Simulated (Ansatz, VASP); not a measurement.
# One calculation of HfGe3, two programs

```
Hf Ge
1.0
     4.25238    0.00000    0.00000
     0.00000    4.25238    0.00000
     0.00000    0.00000    4.30291
Hf Ge
1 3
Direct
  0.00000 0.00000 0.00000
  0.50000 0.50000 0.00000
  0.00000 0.50000 0.50000
  0.50000 0.00000 0.50000
```

Change from the starting cell: species swapped into the SrPb3 type (P4/mmm, No. 123).

Alike in both runs: task single point; functional PBE; k mesh 4 × 4 × 4; occupations gaussian, width 0.1 eV; no spin polarisation.

```csv
,VASP,Ansatz
version,VASP 6.6.1,Ansatz 0.2.0
potentials or method,"VASP PAW PBE potentials, release 64 (Hf_pv, Ge_d), cutoff 520 eV","scalar-relativistic, plane waves, PAW"
valence electrons in the cell,52,68
```

Ansatz gave:

| Property | Result |
| --- | --- |
| gap on the k mesh at the Fermi level (eV) | none |
| pressure (GPa) | -4.8 |
| traceless stress, the component that is largest in VASP (GPa) | -0.05 |

Task: Estimate VASP's values.

Result: gap on the k mesh at the Fermi level (eV): none; pressure (GPa): -5.1; traceless stress, the component that is largest in VASP (GPa): -0.05.

A gap of «none» marks a metal or a gap that the smearing closes. VASP's potentials hold 52 valence electrons a cell and Ansatz's 68, so a difference there can come from the potentials and not from the codes.

The k mesh is coarse, so the values compare programs but aren't converged. Neither program's run includes spin-orbit coupling.
